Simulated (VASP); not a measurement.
# ZnAu: single point with PBE

ZnAu:

```
Zn Au
1.0
     3.14700    0.00000    0.00000
     0.00000    3.14700    0.00000
     0.00000    0.00000    3.14700
Zn Au
1 1
Direct
  0.50000 0.50000 0.50000
  0.00000 0.00000 0.00000
```

```yaml
Program: VASP 6.6.1
Task: single point
Functional: PBE
Potentials_or_basis: VASP PAW PBE potentials, release 64 (Zn, Au)
Cutoff: 520 eV
k_mesh: 14 × 14 × 14
Occupations: gaussian, width 0.1 eV
Spin: no spin polarisation
Dipole_correction: no
Further_INCAR_settings: ALGO = Normal; EDIFF = 1e-06; NBANDS = 18
```

```yaml
Pressure: 5.0 GPa
```

Levels at points of the mesh, in eV from the Fermi level:
```csv
k point,band 9,band 10,band 11,band 12,band 13,band 14,band 15,band 16
"(0.00, 0.00, 0.00)",-3.75,-3.75,-3.75,5.00,5.00,5.00,8.86,12.13
"(0.50, 0.00, 0.00)",-4.93,-4.93,-3.91,-2.38,10.42,11.14,11.14,11.21
"(0.50, 0.50, 0.00)",-4.09,-3.17,-1.98,-1.98,0.84,2.50,10.41,12.69
"(0.50, 0.50, 0.50)",-3.12,-3.12,1.41,3.59,3.76,3.76,3.76,5.90
```

It took 91 s on 1 thread of AMD EPYC 7R13, with other jobs on the host, peak memory 0.17 GiB.

Caveat: spin-orbit coupling is left out, which moves the levels of the heavy elements.
